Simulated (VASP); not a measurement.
# Si4W2S in VASP: further runs, part 2 of 2

VASP 6.6.1.

### 3 Single point, PBE

INCAR

```
SYSTEM = Si4W2S
PREC = Accurate ; ENCUT = 520
EDIFF = 1E-6 ; ISMEAR = 0
SIGMA = 0.1 ; LREAL = .False.
LASPH = .True. ; NELM = 80
ALGO = Normal ; ISIF = 2
LWAVE = .False. ; LCHARG = .False.
LDIPOL = .True. ; IDIPOL = 3
DIPOL = 0.5 0.5 0.360 ; GGA = PE
NBANDS = 34
```

KPOINTS

```
Automatic mesh
0
Gamma
  8 8 1
  0 0 0
```

POSCAR

```
Si4W2S
1.0
    3.2292919641      0.0000000000      0.0000000000
    0.0000000000      3.2292919641      0.0000000000
    0.0000000000      0.0000000000     21.9372962701
Si W S
4 2 1
Direct
    0.0000000000      0.0000000000      0.1823378757
    0.0000000000      0.0000000000      0.3009901010
    0.5000000000      0.5000000000      0.3590107505
    0.5000000000      0.5000000000      0.4757786074
    0.5000000000      0.5000000000      0.2416639884
    0.0000000000      0.0000000000      0.4178382287
    0.6250000000      1.0000000000      0.5430606504
```

Potentials or basis: VASP PAW PBE potentials, release 64 (Si, W_sv, S).

The run is started by

```bash
cat potpaw_PBE.64/Si/POTCAR potpaw_PBE.64/W_sv/POTCAR potpaw_PBE.64/S/POTCAR > POTCAR
mpirun -np 1 vasp_std > vasp.out
```

OUTCAR:

```text
SYSTEM = Si4W2S
   PREC = Accurate
   ENCUT = 520
   EDIFF = 1E-6
   ISMEAR = 0
   LREAL = .False.
   LASPH = .True.
   NELM = 80
   ISIF = 2
   GGA = PE

 ion  position               nearest neighbor table
   1  0.000  0.000  0.182-   2 2.60   5 2.63   5 2.63   5 2.63   5 2.63
   2  0.000  0.000  0.301-   6 2.56   1 2.60   3 2.61   3 2.61   3 2.61   3 2.61   5 2.63   5 2.63
                             5 2.63   5 2.63
   3  0.500  0.500  0.359-   4 2.56   5 2.57   2 2.61   2 2.61   2 2.61   2 2.61   6 2.62   6 2.62
                             6 2.62   6 2.62
   4  0.500  0.500  0.476-   7 2.22   7 2.22   3 2.56   6 2.61   6 2.61   6 2.61   6 2.61
   5  0.500  0.500  0.242-   3 2.57   2 2.63   2 2.63   2 2.63   2 2.63   1 2.63   1 2.63   1 2.63
                             1 2.63
   6  0.000  0.000  0.418-   2 2.56   4 2.61   4 2.61   4 2.61   4 2.61   3 2.62   3 2.62   3 2.62
                             3 2.62   7 3.00
   7  0.625  0.000  0.543-   4 2.22   4 2.22   6 3.00

  LATTYP: Found a simple tetragonal cell.
 ALAT       =     3.2292919641
 C/A-ratio  =     6.7932217074

  Lattice vectors:

 A1 = (   3.2292919641,   0.0000000000,   0.0000000000)
 A2 = (   0.0000000000,   3.2292919641,   0.0000000000)
 A3 = (   0.0000000000,   0.0000000000,  21.9372962701)

Analysis of symmetry for initial positions (statically):
=====================================================================
 Subroutine PRICEL returns:
 Original cell was already a primitive cell.

 Routine SETGRP: Setting up the symmetry group for a
 simple tetragonal supercell.

 Subroutine GETGRP returns: Found  2 space group operations
 (whereof  2 operations were pure point group operations)
 out of a pool of 16 trial point group operations.

The static configuration has the point symmetry C_1h.

Analysis of symmetry for dynamics (positions and initial velocities):
=====================================================================
 Subroutine PRICEL returns:
 Original cell was already a primitive cell.

 Routine SETGRP: Setting up the symmetry group for a
 simple tetragonal supercell.

 Subroutine GETGRP returns: Found  2 space group operations
 (whereof  2 operations were pure point group operations)
 out of a pool of 16 trial point group operations.

The dynamic configuration has the point symmetry C_1h.

 Subroutine INISYM returns: Found  2 space group operations
 (whereof  2 operations are pure point group operations),
 and found     1 'primitive' translations

----------------------------------------------------------------------------------------

                                     Primitive cell

  volume of cell :     228.7693

  direct lattice vectors                    reciprocal lattice vectors
     3.229291964  0.000000000  0.000000000     0.309665404  0.000000000  0.000000000
     0.000000000  3.229291964  0.000000000     0.000000000  0.309665404  0.000000000
     0.000000000  0.000000000 21.937296270     0.000000000  0.000000000  0.045584469

  length of vectors
     3.229291964  3.229291964 21.937296270     0.309665404  0.309665404  0.045584469

  position of ions in fractional coordinates (direct lattice)
     0.000000000  0.000000000  0.182337876
     0.000000000  0.000000000  0.300990101
     0.500000000  0.500000000  0.359010750
     0.500000000  0.500000000  0.475778607
     0.500000000  0.500000000  0.241663988
     0.000000000  0.000000000  0.417838229
     0.625000000  0.000000000  0.543060650
[... 67 lines left out ...]
   dimension x,y,z NGXF=    48 NGYF=   48 NGZF=  336
   ions per type =               4   2   1
   NGX,Y,Z   is equivalent  to a cutoff of  12.36, 12.36, 12.73 a.u.
   NGXF,Y,Z  is equivalent  to a cutoff of  24.71, 24.71, 25.46 a.u.
 SYSTEM =  Si4W2S
   PREC   = accura    normal or accurate (medium, high low for compatibility)
   ISTART =      0    job   : 0-new  1-cont  2-samecut
   ICHARG =      2    charge: 1-file 2-atom 10-const
   ISPIN  =      1    spin polarized calculation?
   LNONCOLLINEAR =      F non collinear calculations
   LSORBIT =      F    spin-orbit coupling
   LASPH  =      T    aspherical Exc in radial PAW
   ENCUT  =  520.0 eV  38.22 Ry    6.18 a.u.   6.00  6.00 40.79*2*pi/ulx,y,z
   NELM   =     80;   NELMIN=  2; NELMDL= -5     # of ELM steps
   EDIFF  = 0.1E-05   stopping-criterion for ELM
   LREAL  =      F    real-space projection
   EDIFFG = 0.1E-04   stopping-criterion for IOM
   NSW    =      0    number of steps for IOM
   IBRION =     -1    ionic relax: 0-MD 1-quasi-New 2-CG
   NFREE  =      0    steps in history (QN), initial steepest desc. (CG)
   ISIF   =      2    stress and relaxation
   ISYM   =      2    0-nonsym 1-usesym 2-fastsym
   POTIM  = 0.5000    time-step for ionic-motion
   TEBEG  =    0.0;   TEEND  =   0.0 temperature during run
   PSTRESS=    0.0 pullay stress
   NELECT =      50.0000    total number of electrons
   NUPDOWN=      -1.0000    fix difference up-down
   EMIN   =  10.00;   EMAX   =-10.00  energy-range for DOS
   EFERMI =   0.00;   METHOD = LEGACY
   ISMEAR =     0;   SIGMA  =   0.10  broadening in eV -4-tet -1-fermi 0-gaus
   EFERMI_NEDOS =   21; number of points for ismear=-14 and -15
   IALGO  =     38    algorithm
   IMIX   =      4    mixing-type and parameters
     AMIX     =   0.40;   BMIX     =  1.00
     AMIX_MAG =   1.60;   BMIX_MAG =  1.00
  volume/ion in A,a.u.               =      32.68       220.54
  Fermi-wavevector in a.u.,A,eV,Ry     =   0.986126  1.863507 13.230901  0.972444
  Thomas-Fermi vector in A             =   2.117483
   LORBIT       =      0    0 simple, 1 ext, 2 COOP (PROOUT), +10 PAW based schemes
   GGA     = PE    functional components
   LHFCALC =     F    Hartree Fock is set to
   AEXX    =    0.0000 exact exchange contribution
   IVDW    =     0    specifies the selected vdW correction
   LEPSILON=     F    determine dielectric tensor
   LRPA    =     F    only Hartree local field effects (RPA)
 non-spin polarized calculation
 Gauss-broadening in eV      SIGMA  =   0.10
  energy-cutoff  :      520.00
  volume of cell :      228.77
 maximum number of plane-waves:      6214
   NGX = 13   NGY = 13   NGZ = 81

 dipolmoment           0.000000      0.000000     -0.003886 electrons x Angstroem

 number of electron      49.9999995 magnetization

 dipolmoment           0.000000      0.000000      0.024729 electrons x Angstroem

 Free energy of the ion-electron system (eV)
  ---------------------------------------------------
  ext. energy  EPLUGINS =         0.00000000
  ---------------------------------------------------
  free energy    TOTEN  =       -51.47159096 eV

  energy without entropy =      -51.45077805  energy(sigma->0) =      -51.46118450

 E-fermi :   2.0036     XC(G=0):  -6.0625

 val. band max:        1.9805078044   @ k =   0.5000   0.0000   0.0000
 cond. band min:       2.0071537838   @ k =   0.1250   0.0000   0.0000
 fundamental gap:      0.0266459794
 Fermi energy:         2.0036457813

 k-point     1 :       0.0000    0.0000    0.0000
  band No.  band energies     occupation
      1     -71.8137      2.00000
      2     -71.6946      2.00000
      3     -36.1431      2.00000
      4     -36.0670      2.00000
      5     -35.9536      2.00000
      6     -35.9474      2.00000
[... 877 lines left out ...]
     33       5.5554      0.00000
     34       6.1128      0.00000

 [... further k-points ...]

------------------------ aborting loop because EDIFF is reached ----------------------------------------

 vacuum level on the upper side and lower side of the slab       (xc-potential included)         0.195        -0.221

  FORCE on cell =-STRESS in cart. coord.  units (eV):
  Direction    XX          YY          ZZ          XY          YZ          ZX
  --------------------------------------------------------------------------------------
  -------------------------------------------------------------------------------------
  Total        1.9214456     -1.6015587      0.3993052      0.0000000      0.0000000      0.7335893
  in kB       13.4567737    -11.2164574      2.7965195      0.0000000      0.0000000      5.1376655
  external PRESSURE =       1.6789453 kB  Pullay stress =       0.0000000 kB

 VOLUME and BASIS-vectors are now :
 -----------------------------------------------------------------------------
  energy-cutoff  :      520.00
  volume of cell :      228.77
      direct lattice vectors                 reciprocal lattice vectors
     3.229291964  0.000000000  0.000000000     0.309665404  0.000000000  0.000000000
     0.000000000  3.229291964  0.000000000     0.000000000  0.309665404  0.000000000
     0.000000000  0.000000000 21.937296270     0.000000000  0.000000000  0.045584469

 POSITION                                       TOTAL-FORCE (eV/Angst)
 -----------------------------------------------------------------------------------
      0.00000      0.00000      4.00000        -0.021819      0.000000      0.348744
      0.00000      0.00000      6.60291         0.031121      0.000000     -0.470283
      1.61465      1.61465      7.87573        -0.101835      0.000000     -0.244352
      1.61465      1.61465     10.43730         0.019594      0.000000      0.613094
      1.61465      1.61465      5.30145         0.051804      0.000000     -0.002032
      0.00000      0.00000      9.16624        -0.249858      0.000000     -0.219875
      2.01831      0.00000     11.91328         0.270992      0.000000     -0.025297
 -----------------------------------------------------------------------------------
    total drift:                               -0.000059      0.000000     -0.000252

  FREE ENERGIE OF THE ION-ELECTRON SYSTEM (eV)
  ---------------------------------------------------
  free  energy   TOTEN  =       -51.4715909568 eV

  energy  without entropy=      -51.4507780503  energy(sigma->0) =      -51.46118450

 vacuum level on the upper side and lower side of the slab         6.965         6.539
```

Run time: 3.8 min. Hardware: 1 thread of Intel Xeon Platinum 8375C at 2.90GHz (Ice Lake), shared host; peak memory 0.4 GiB.

What came out:

* Free energy: -51.4716 eV
* Largest force: 0.613 eV/Å
* Band gap on the k mesh: zero (band 25 reaches 2.74 eV, above the bottom of band 26 at 1.91 eV)

Forces on the atoms (eV/Å):
```
Si  -0.022  0.000  0.349
Si   0.031  0.000 -0.470
Si  -0.102  0.000 -0.244
Si   0.020  0.000  0.613
W    0.052  0.000 -0.002
W   -0.250  0.000 -0.220
S    0.271  0.000 -0.025
```

Caveat: spin-orbit coupling is left out, which moves the levels of the heavy elements.

### 4 Single point, PBE

INCAR

```
PREC = Accurate
ENCUT = 520
EDIFF = 1E-6
ISMEAR = 0
SIGMA = 0.1
LREAL = False
LASPH = True
NELM = 60
ALGO = Normal
ISIF = 2
LWAVE = False
LCHARG = False
LDIPOL = True
IDIPOL = 3
DIPOL = 0.5 0.5 0.359
GGA = PE
NBANDS = 34
```

KPOINTS

```
regular mesh
0
Gamma
  8 8 1
```

Edit POSCAR of step 3 so:

```diff
@@ -14,2 +14,2 @@
     0.0000000000      0.0000000000      0.4178382287
-    0.6250000000      1.0000000000      0.5430606504
+    0.8750000000      1.0000000000      0.5330310389
```

The run is started by

```bash
cat potpaw_PBE.64/Si/POTCAR potpaw_PBE.64/W_sv/POTCAR potpaw_PBE.64/S/POTCAR > POTCAR
mpirun -np 1 vasp_std > vasp.out
```

Run time: 3.9 min. Hardware: 1 thread of Intel Xeon Platinum 8375C at 2.90GHz (Ice Lake), shared host; peak memory 0.4 GiB.

It converged, with:

```
Free energy            : -51.6845 eV
Largest force          : 1.050 eV/Å
Band gap on the k mesh : zero (band 25 reaches 2.67 eV, above the bottom of band 26 at 1.19 eV)
```

Forces on the atoms (eV/Å):
```
Si   0.018  0.000  0.398
Si  -0.013  0.000 -0.605
Si  -0.036  0.000 -0.389
Si   0.303  0.000  1.005
W   -0.037  0.000 -0.258
W   -0.041  0.000 -0.137
S   -0.194  0.000 -0.015
```

Levels at points of the mesh, in eV from the Fermi level:
```
           k point  band 22  band 23  band 24  band 25  band 26  band 27  band 28  band 29
(0.00, 0.00, 0.00)    -0.58    -0.14     0.16     0.73     0.83     1.03     1.57     1.60
(0.50, 0.00, 0.00)    -1.85    -1.62    -0.18    -0.03     0.33     2.15     2.78     2.94
(0.00, 0.50, 0.00)    -1.85    -1.21    -0.18    -0.03     0.18     2.76     2.79     2.94
(0.50, 0.50, 0.00)    -2.03    -1.98    -1.68    -0.75    -0.75     0.91     2.65     3.10
```

Caveat: spin-orbit coupling is left out, which moves the levels of the heavy elements.
